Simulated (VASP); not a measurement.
K2ICl, 4 atoms in the cell. Symmetry: R-3m, No. 166, trigonal system. The conventional cell has a = 4.715 Å, b = 4.715 Å, c = 23.291 Å, α = 90.00°, β = 90.00°, γ = 120.00°. Cl (site symmetry -3m) has 6 K at 3.21 Å within 4.2 Å. Within 4.6 Å of I (site symmetry -3m) lie 6 K at 3.48 Å. K (site symmetry 3m) has 3 Cl at 3.21 Å and 3 I at 3.48 Å within 4.2 Å. 

```yaml
Program: VASP 6.6.1
Task: single point
Functional: PBE
Potentials_or_basis: VASP PAW PBE potentials, release 64 (Cl, I, K_sv)
Cutoff: 520 eV
k_mesh: 6 × 6 × 6
Occupations: gaussian, width 0.01 eV
Spin: non-collinear spin, zero start, spin-orbit coupling
Starting_moments: "[[0.0, 0.0, 0.0], [0.0, 0.0, 0.0], [0.0, 0.0, 0.0], [0.0, 0.0, 0.0]] μB"
Dipole_correction: no
Further_INCAR_settings: ALGO = Normal; EDIFF = 1e-06; NBANDS = 46
```

Potentials or basis: VASP PAW PBE potentials, release 64 (Cl, I, K_sv).

Launch:

```bash
$ cat potpaw_PBE.64/Cl/POTCAR potpaw_PBE.64/I/POTCAR potpaw_PBE.64/K_sv/POTCAR > POTCAR
$ mpirun -np 1 vasp_ncl > vasp.out
```

Hardware: 1 thread of Intel(R) Xeon(R) Platinum 8259CL CPU @ 2.50GHz (Skylake/Cascade Lake) (shared host).

Q: How long does it take, and how much memory?

A: Run time: 47 min on 1 thread of Intel(R) Xeon(R) Platinum 8259CL CPU @ 2.50GHz (Skylake/Cascade Lake), with other jobs on the host, peak memory 1.6 GiB. Counts: scf iterations 15, k points 32.
